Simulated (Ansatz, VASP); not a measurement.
# Two plane-wave programs on TiSnS4

```
CELL_PARAMETERS angstrom
4.16076 -4.20000 0.00000
4.16076 4.20000 0.00000
0.00000 0.00000 3.77611
ATOMIC_POSITIONS crystal
Ti 0.50000 0.50000 0.50000
Sn 0.00000 0.00000 0.00000
S 0.68305 0.31695 0.00000
S 0.20522 0.20522 0.50000
S 0.79478 0.79478 0.50000
S 0.31695 0.68305 0.00000
```

Change from the starting cell: species swapped into the SbRhO4 type (Cmmm, No. 65).

Alike in both runs: task relaxation of cell and atoms; functional PBE; k mesh 6 × 6 × 8; occupations gaussian, width 0.1 eV; no spin polarisation.

|  | VASP | Ansatz |
| --- | --- | --- |
| version | VASP 6.6.1 | Ansatz 0.2.0 |
| potentials or method | VASP PAW PBE potentials, release 64 (Ti_sv, Sn_d, S), cutoff 600 eV | scalar-relativistic, plane waves, PAW |
| valence electrons in the cell | 50 | 50 |

```tsv
	VASP	Ansatz	Ansatz less VASP
gap on the k mesh at the Fermi level, each at its own relaxed structure (eV)	none	none	-
relaxed volume (Å³/atom)	21.93	21.92	-0.003
relaxed length of the cell vector where the two differ most in proportion (Å)	3.675	3.676	+0.0007
```

A gap of «none» marks a metal or a gap that the smearing closes.
